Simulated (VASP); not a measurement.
Write the native input for VASP 6.6.1 that does the following.

```
Task                   : single point
Functional             : PBEsol
Potentials or basis    : VASP PAW PBE potentials, release 64 (Pd)
Cutoff                 : 500 eV
k mesh                 : 10 × 10 × 10
Occupations            : fermi-dirac, width 0.05 eV
Spin                   : no spin polarisation
Dipole correction      : no
Further INCAR settings : ALGO = Normal; EDIFF = 1e-06; NBANDS = 11
```

The structure of Pd lies in POSCAR:

```
Pd
1.0
    2.5632091851      0.0000000000      0.0000000000
    0.0000000000      2.5632091851      0.0000000000
    0.0000000000      0.0000000000      2.5632091851
Pd
1
Direct
    0.0000000000      0.0000000000      0.0000000000
```

One way to write it, as run:

INCAR

```
SYSTEM = Pd
PREC     = Accurate       ! precision mode
ENCUT    = 500            ! plane-wave cutoff, eV
EDIFF    = 1E-6           ! SCF threshold, eV
ISMEAR   = -1             ! smearing method
SIGMA    = 0.05           ! smearing width, eV
LREAL    = .FALSE.        ! projectors in reciprocal space
LASPH    = .TRUE.         ! aspherical terms in the spheres
NELM     = 120            ! most SCF steps
ALGO     = Normal         ! electronic algorithm
ISIF     = 2              ! what is computed and relaxed
LWAVE    = .FALSE.        ! write WAVECAR
LCHARG   = .FALSE.        ! write CHGCAR
GGA      = PS             ! functional
NBANDS   = 11             ! bands
GGA_COMPAT= .FALSE.
```

KPOINTS

```
Automatic mesh
0
G
  10 10 10
  0 0 0
```

Potentials or basis: VASP PAW PBE potentials, release 64 (Pd).

Command:

```bash
$ cat potpaw_PBE.64/Pd/POTCAR > POTCAR
$ mpirun -np 1 vasp_std > vasp.out
```

Results of the run:

```
Pressure               : -0.3 GPa
Band gap on the k mesh : zero (band 5 reaches 9.15 eV, above the bottom of band 6 at 7.17 eV)
```

Caveat: the PAW data sets were made with another functional, which shifts forces and pressure a little.

It took 9.7 s on 1 thread of AMD EPYC 7R43 64-Core Processor (Zen 3), on a shared host, peak memory 0.09 GiB.
